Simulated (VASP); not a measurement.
The system is Cs.

```
Cs
1.0
     5.25418    0.00000    0.00000
    -1.75139    4.95368    0.00000
    -1.75139   -2.47684    4.29002
Cs
1
Direct
  0.00000 0.00000 0.00000
```

* Program: VASP 6.6.1
* Task: relaxation of cell and atoms
* Functional: LDA
* Potentials or basis: VASP PAW LDA potentials, release 64 (Cs_sv)
* Cutoff: 500 eV
* k mesh: 5 × 5 × 5
* Occupations: fermi-dirac, width 0.1 eV
* Spin: no spin polarisation

At the start: pressure -0.3 GPa; volume 111.66 Å³/atom.

Problem. How do energy, volume and symmetry change on relaxing?

Solution. Over 4 steps the energy falls by 18.0 meV/atom and the volume is 95.05 Å³/atom (-14.9 %); space group Im-3m (No. 229, to 0.1 Å) before and after.

The path:
```
step  energy change (eV)  largest force (eV/Å)  pressure (GPa)  volume (Å³)
   1              0.0000                0.0000           -0.31       111.66
   2             -0.0064                0.0000           -0.27       108.15
   3             -0.0172                0.0000           -0.08        98.49
   4             -0.0180                0.0000            0.01        95.05
```

Final structure:
```xyz
1
Lattice="4.9795 0.0000 0.0000 -1.6598 4.6947 0.0000 -1.6598 -2.3474 4.0657" Properties=species:S:1:pos:R:3 pbc="T T T"
Cs    0.0000    0.0000    0.0000
```
